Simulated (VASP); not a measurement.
# EuO (Fm-3m) in VASP: further runs

EuO is run at these levels: LDA+U; tasks: single point.

Program: VASP 6.6.1. These are calculated values, not measurements. Logs are shortened: lines on timing, memory, paths and dates and some standing lists are left out, and cuts for length are marked.

## (1) The cell of the first run

It takes space group Fm-3m (No. 225, cubic). The conventional cell has a = 5.144 Å, b = 5.144 Å, c = 5.144 Å, α = 90.00°, β = 90.00°, γ = 90.00°. Eu (site symmetry m-3m) has 6 O at 2.57 Å within 3.4 Å. Within 3.4 Å of O (site symmetry m-3m) lie 6 Eu at 2.57 Å.

## (2) Single point, LDA+U, collinear spin, ferromagnetic start

File INCAR:

```
SYSTEM = EuO
PREC = Accurate
ENCUT = 600
EDIFF = 1E-6
ISMEAR = 0
SIGMA = 0.05
LREAL = .FALSE.
LASPH = .TRUE.
NELM = 200
ALGO = Normal
ISIF = 2
LWAVE = .FALSE.
LCHARG = .FALSE.
ISPIN = 2
MAGMOM = 7 0
LORBIT = 11
LMAXMIX = 6
LDAU = .TRUE.
LDAUTYPE = 2
LDAUL = 3 -1
LDAUU = 7 0
LDAUJ = 0 0
LDAUPRINT = 1
GGA = CA
NBANDS = 22
GGA_COMPAT = .FALSE.
```

File KPOINTS:

```
regular mesh
0
G
  6 6 6
  0 0 0
```

File POSCAR:

```
EuO
1.0
    0.0000000000      2.5719519700      2.5719519700
    2.5719519700      0.0000000000      2.5719519700
    2.5719519700      2.5719519700      0.0000000000
Eu O
1 1
Direct
    0.5000000000      0.5000000000      0.5000000000
    0.0000000000      0.0000000000      0.0000000000
```

Potentials or basis: VASP PAW PBE potentials, release 64 (Eu, O).

Command:

```sh
$ cat potpaw_PBE.64/Eu/POTCAR potpaw_PBE.64/O/POTCAR > POTCAR
$ mpirun -np 1 vasp_std > vasp.out
```

OUTCAR:

```text
SYSTEM = EuO
   PREC = Accurate
   ENCUT = 600
   EDIFF = 1E-6
   ISMEAR = 0
   LREAL = .FALSE.
   LASPH = .TRUE.
   NELM = 200
   ISIF = 2
   ISPIN = 2
   LORBIT = 11
   GGA = CA

 ion  position               nearest neighbor table
   1  0.500  0.500  0.500-   2 2.57   2 2.57   2 2.57   2 2.57   2 2.57   2 2.57
   2  0.000  0.000  0.000-   1 2.57   1 2.57   1 2.57   1 2.57   1 2.57   1 2.57

  LATTYP: Found a face centered cubic cell.
 ALAT       =     5.1439039400

  Lattice vectors:

 A1 = (   0.0000000000,   2.5719519700,   2.5719519700)
 A2 = (   2.5719519700,   0.0000000000,   2.5719519700)
 A3 = (   2.5719519700,   2.5719519700,   0.0000000000)

Analysis of symmetry for initial positions (statically):
=====================================================================
 Subroutine PRICEL returns:
 Original cell was already a primitive cell.

 Routine SETGRP: Setting up the symmetry group for a
 face centered cubic supercell.

 Subroutine GETGRP returns: Found 48 space group operations
 (whereof 48 operations were pure point group operations)
 out of a pool of 48 trial point group operations.

The static configuration has the point symmetry O_h .

Analysis of symmetry for dynamics (positions and initial velocities):
=====================================================================
 Subroutine PRICEL returns:
 Original cell was already a primitive cell.

 Routine SETGRP: Setting up the symmetry group for a
 face centered cubic supercell.

 Subroutine GETGRP returns: Found 48 space group operations
 (whereof 48 operations were pure point group operations)
 out of a pool of 48 trial point group operations.

The dynamic configuration has the point symmetry O_h .

Analysis of structural, dynamic, and magnetic symmetry:
=====================================================================
 Subroutine PRICEL returns:
 Original cell was already a primitive cell.

 Routine SETGRP: Setting up the symmetry group for a
 face centered cubic supercell.

 Subroutine GETGRP returns: Found 48 space group operations
 (whereof 48 operations were pure point group operations)
 out of a pool of 48 trial point group operations.

The overall configuration has the point symmetry O_h .

 Subroutine INISYM returns: Found 48 space group operations
 (whereof 48 operations are pure point group operations),
 and found     1 'primitive' translations

----------------------------------------------------------------------------------------

                                     Primitive cell

  volume of cell :      34.0266

  direct lattice vectors                    reciprocal lattice vectors
     0.000000000  2.571951970  2.571951970    -0.194404875  0.194404875  0.194404875
     2.571951970  0.000000000  2.571951970     0.194404875 -0.194404875  0.194404875
     2.571951970  2.571951970  0.000000000     0.194404875  0.194404875 -0.194404875

  length of vectors
[... 118 lines left out ...]
 onsite density matrix

spin component  1

  0.9756  0.0000 -0.0002  0.0000  0.0000  0.0000 -0.0000
  0.0000  0.9649 -0.0000  0.0000  0.0000  0.0000 -0.0000
 -0.0002 -0.0000  0.9757 -0.0000  0.0000  0.0000  0.0000
  0.0000  0.0000 -0.0000  0.9754 -0.0000 -0.0000  0.0000
  0.0000  0.0000  0.0000 -0.0000  0.9757 -0.0000  0.0002
  0.0000  0.0000  0.0000 -0.0000 -0.0000  0.9758  0.0000
 -0.0000 -0.0000  0.0000  0.0000  0.0002  0.0000  0.9756

spin component  2

  0.0033 -0.0000  0.0015 -0.0000 -0.0000  0.0000  0.0000
 -0.0000  0.0001 -0.0000 -0.0000 -0.0000 -0.0000 -0.0000
  0.0015 -0.0000  0.0025  0.0000  0.0000 -0.0000  0.0000
 -0.0000 -0.0000  0.0000  0.0044  0.0000  0.0000  0.0000
 -0.0000 -0.0000  0.0000  0.0000  0.0025  0.0000 -0.0015
  0.0000 -0.0000 -0.0000  0.0000  0.0000  0.0013 -0.0000
  0.0000 -0.0000  0.0000  0.0000 -0.0015 -0.0000  0.0033

 occupancies and eigenvectors

  o =  0.0001  v =  0.0000  0.0000  0.0000  0.0000  0.0000  0.0000  0.0000  0.0000  1.0000 -0.0000  0.0000  0.0000  0.0000  0.0000      0.0000  0.0000  0.0000  0.0000  0.0000  0.0000  0.0000  0.0000  0.0000  0.0000  0.0000  0.0000  0.0000  0.0000
  o =  0.0013  v =  0.0000  0.0000  0.0000  0.0000  0.0000  0.0000  0.0000 -0.6124  0.0000  0.7906 -0.0000  0.0001  0.0012  0.0000      0.0000  0.0000  0.0000  0.0000  0.0000  0.0000  0.0000  0.0000  0.0000  0.0000  0.0000  0.0000  0.0000  0.0000
  o =  0.0013  v =  0.0000  0.0000  0.0000  0.0000  0.0000  0.0000  0.0000  0.0000 -0.0000 -0.0001 -0.0000  0.7906 -0.0001  0.6124      0.0000  0.0000  0.0000  0.0000  0.0000  0.0000  0.0000  0.0000  0.0000  0.0000  0.0000  0.0000  0.0000  0.0000
  o =  0.0013  v =  0.0000  0.0000  0.0000  0.0000  0.0000  0.0000  0.0000 -0.0008  0.0000  0.0010  0.0000 -0.0001 -1.0000 -0.0000      0.0000  0.0000  0.0000  0.0000  0.0000  0.0000  0.0000  0.0000  0.0000  0.0000  0.0000  0.0000  0.0000  0.0000
  o =  0.0044  v =  0.0000  0.0000  0.0000  0.0000  0.0000  0.0000  0.0000  0.7906 -0.0000  0.6124  0.0034  0.0015 -0.0000 -0.0019      0.0000  0.0000  0.0000  0.0000  0.0000  0.0000  0.0000  0.0000  0.0000  0.0000  0.0000  0.0000  0.0000  0.0000
  o =  0.0044  v =  0.0000  0.0000  0.0000  0.0000  0.0000  0.0000  0.0000  0.0027  0.0000  0.0021 -1.0000 -0.0007 -0.0000  0.0009      0.0000  0.0000  0.0000  0.0000  0.0000  0.0000  0.0000  0.0000  0.0000  0.0000  0.0000  0.0000  0.0000  0.0000
  o =  0.0044  v =  0.0000  0.0000  0.0000  0.0000  0.0000  0.0000  0.0000 -0.0019 -0.0000 -0.0015 -0.0011  0.6124  0.0000 -0.7906      0.0000  0.0000  0.0000  0.0000  0.0000  0.0000  0.0000  0.0000  0.0000  0.0000  0.0000  0.0000  0.0000  0.0000
  o =  0.9649  v =  0.0000 -1.0000 -0.0000  0.0000  0.0000 -0.0000 -0.0000  0.0000  0.0000  0.0000  0.0000  0.0000  0.0000  0.0000      0.0000  0.0000  0.0000  0.0000  0.0000  0.0000  0.0000  0.0000  0.0000  0.0000  0.0000  0.0000  0.0000  0.0000
  o =  0.9754  v =  0.0000 -0.0000 -0.0000 -0.5253 -0.5211 -0.0000  0.6727  0.0000  0.0000  0.0000  0.0000  0.0000  0.0000  0.0000      0.0000  0.0000  0.0000  0.0000  0.0000  0.0000  0.0000  0.0000  0.0000  0.0000  0.0000  0.0000  0.0000  0.0000
  o =  0.9754  v =  0.0000 -0.0000 -0.0000 -0.8509  0.3217 -0.0000 -0.4153  0.0000  0.0000  0.0000  0.0000  0.0000  0.0000  0.0000      0.0000  0.0000  0.0000  0.0000  0.0000  0.0000  0.0000  0.0000  0.0000  0.0000  0.0000  0.0000  0.0000  0.0000
  o =  0.9754  v = -0.7906  0.0000 -0.6124  0.0000  0.0000  0.0000 -0.0000  0.0000  0.0000  0.0000  0.0000  0.0000  0.0000  0.0000      0.0000  0.0000  0.0000  0.0000  0.0000  0.0000  0.0000  0.0000  0.0000  0.0000  0.0000  0.0000  0.0000  0.0000
  o =  0.9758  v =  0.0000  0.0000 -0.0000  0.0000  0.0042 -1.0000  0.0033  0.0000  0.0000  0.0000  0.0000  0.0000  0.0000  0.0000      0.0000  0.0000  0.0000  0.0000  0.0000  0.0000  0.0000  0.0000  0.0000  0.0000  0.0000  0.0000  0.0000  0.0000
  o =  0.9758  v =  0.0000 -0.0000 -0.0000 -0.0000  0.7906  0.0053  0.6124  0.0000  0.0000  0.0000  0.0000  0.0000  0.0000  0.0000      0.0000  0.0000  0.0000  0.0000  0.0000  0.0000  0.0000  0.0000  0.0000  0.0000  0.0000  0.0000  0.0000  0.0000
  o =  0.9758  v = -0.6124 -0.0000  0.7906 -0.0000 -0.0000 -0.0000  0.0000  0.0000  0.0000  0.0000  0.0000  0.0000  0.0000  0.0000      0.0000  0.0000  0.0000  0.0000  0.0000  0.0000  0.0000  0.0000  0.0000  0.0000  0.0000  0.0000  0.0000  0.0000

 number of electron      23.0000000 magnetization       7.0000004

 Free energy of the ion-electron system (eV)
  ---------------------------------------------------
  ext. energy  EPLUGINS =         0.00000000
  ---------------------------------------------------
  free energy    TOTEN  =       -21.99325064 eV

  energy without entropy =      -21.99315541  energy(sigma->0) =      -21.99320303

 E-fermi :   3.1231     XC(G=0): -11.2675

 val. band max:        3.0636012859   @ k =   0.0000   0.0000   0.0000
 cond. band min:       3.1825322497   @ k =   0.5000   0.5000   0.0000
 fundamental gap:      0.1189309639
 Fermi energy:         3.1230668459

 spin component 1

 k-point     1 :       0.0000    0.0000    0.0000
  band No.  band energies     occupation
      1     -35.9847      1.00000
      2     -14.7031      1.00000
      3     -14.7031      1.00000
      4     -14.7031      1.00000
      5     -14.0518      1.00000
      6       0.1706      1.00000
[... 389 lines left out ...]
     21      13.1492      0.00000
     22      14.1167      0.00000
 Fermi energy:         3.1230668459

 spin component 2

 k-point     1 :       0.0000    0.0000    0.0000
  band No.  band energies     occupation
      1     -33.1746      1.00000
      2     -14.0947      1.00000
      3     -12.5413      1.00000
      4     -12.5413      1.00000
      5     -12.5413      1.00000
      6       0.6772      1.00000
[... 389 lines left out ...]
     21      14.8453      0.00000
     22      15.7666      0.00000

------------------------ aborting loop because EDIFF is reached ----------------------------------------

  FORCE on cell =-STRESS in cart. coord.  units (eV):
  Direction    XX          YY          ZZ          XY          YZ          ZX
  --------------------------------------------------------------------------------------
  -------------------------------------------------------------------------------------
  Total       -1.3501764     -1.3501764     -1.3501764     -0.0000000     -0.0000000     -0.0000000
  in kB      -63.5744399    -63.5744399    -63.5744399     -0.0000000     -0.0000000     -0.0000000
  external PRESSURE =     -63.5744399 kB  Pullay stress =       0.0000000 kB

 VOLUME and BASIS-vectors are now :
 -----------------------------------------------------------------------------
  energy-cutoff  :      600.00
  volume of cell :       34.03
      direct lattice vectors                 reciprocal lattice vectors
     0.000000000  2.571951970  2.571951970    -0.194404875  0.194404875  0.194404875
     2.571951970  0.000000000  2.571951970     0.194404875 -0.194404875  0.194404875
     2.571951970  2.571951970  0.000000000     0.194404875  0.194404875 -0.194404875

 POSITION                                       TOTAL-FORCE (eV/Angst)
 -----------------------------------------------------------------------------------
      2.57195      2.57195      2.57195        -0.000000     -0.000000      0.000000
      0.00000      0.00000      0.00000         0.000000      0.000000     -0.000000
 -----------------------------------------------------------------------------------
    total drift:                                0.000000     -0.000000      0.000000

  FREE ENERGIE OF THE ION-ELECTRON SYSTEM (eV)
  ---------------------------------------------------
  free  energy   TOTEN  =       -21.9932506446 eV

  energy  without entropy=      -21.9931554139  energy(sigma->0) =      -21.99320303

 total charge

# of ion       s       p       d       f       tot
--------------------------------------------------
    1        2.026   5.742   0.302   6.827  14.897
    2        1.538   3.380   0.000   0.000   4.918
--------------------------------------------------
tot          3.563   9.123   0.302   6.827  19.815

 magnetization (x)

# of ion       s       p       d       f       tot
--------------------------------------------------
    1       -0.009  -0.087   0.059   6.794   6.757
    2       -0.005  -0.076   0.000   0.000  -0.081
--------------------------------------------------
tot         -0.014  -0.163   0.059   6.794   6.676
```

Wall time 79 s (1 thread of Intel Xeon 8259CL, shared host); peak memory 0.18 GiB.

Results:

- Free energy: -21.9933 eV
- Pressure: -6.4 GPa
- Band gap on the k mesh: 0.12 eV (least direct gap 0.30 eV)
- Net moment: 7.00 μB per cell
- Site moments: Eu +6.76; O -0.08 μB
- Valence electrons inside the program's atomic spheres: Eu 14.90; O 4.92

Eigenvalues of the final occupation matrices:
```
    site  spin  trace                         eigenvalues
site 1 f     1   6.82  0.96 0.98 0.98 0.98 0.98 0.98 0.98
site 1 f     2   0.02  0.00 0.00 0.00 0.00 0.00 0.00 0.00
```

Caveat: the cell stands under tension; the PAW data sets were made with another functional, which shifts forces and pressure a little; spin-orbit coupling is left out, which moves the levels of the heavy elements; a cell with one magnetic atom can't hold antiferromagnetic order, which such compounds often take.

[end of part 1 of 2]
